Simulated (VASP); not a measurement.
Set up this calculation in VASP 6.6.1, as the native input.

```yaml
Task: electric field gradients
Functional: PBEsol
Potentials_or_basis: VASP PAW PBE potentials, release 64 (Te, Pb_d)
Cutoff: 520 eV
k_mesh: 10 × 10 × 10
Occupations: fermi-dirac, width 0.03 eV
Spin: no spin polarisation
Dipole_correction: no
Further_INCAR_settings: ALGO = Normal; EDIFF = 1e-08; NBANDS = 17
```

The structure of TePb lies in POSCAR:

```
TePb
1.0
    0.0000000000      3.1624600000      3.2270000000
    3.1624600000      0.0000000000      3.2270000000
    3.1624600000      3.1624600000      0.0000000000
Te Pb
1 1
Direct
    0.5000000000      0.5000000000      0.5000000000
    0.0000000000      0.0000000000      0.0000000000
```

This cell differs from its parent crystal: equal xx and yy strain of -2 %.

The input as run:

INCAR

```
PREC = Accurate
ENCUT = 520
EDIFF = 1E-8
ISMEAR = -1
SIGMA = 0.03
LREAL = False
LASPH = True
NELM = 100
ALGO = Normal
ISIF = 2
LWAVE = False
LCHARG = False
GGA = PS
LEFG = True
NBANDS = 17
```

KPOINTS

```
regular mesh
0
Gamma
  10 10 10
```

Potentials or basis: VASP PAW PBE potentials, release 64 (Te, Pb_d).

Command:

```console
$ cat potpaw_PBE.64/Te/POTCAR potpaw_PBE.64/Pb_d/POTCAR > POTCAR
$ mpirun -np 1 vasp_std > vasp.out
```

It gave:

```
Pressure                                : 1.8 GPa
Band gap on the k mesh                  : 0.55 eV
Largest electric field gradient by atom : Te +10.9; Pb +67.5 V/Å²
```

Caveat: the cell differs from its parent crystal (equal xx and yy strain of -2 %); without QUAD_EFG the Cq values of the log hold for a quadrupole moment of 1 mb, not for the nuclei; the PAW data sets were made with another functional, which shifts forces and pressure a little; spin-orbit coupling is left out, which moves the levels of the heavy elements.

Run time: 110 s on 1 thread of Intel(R) Xeon(R) Platinum 8488C (Sapphire Rapids), with other jobs on the host, peak memory 0.28 GiB.
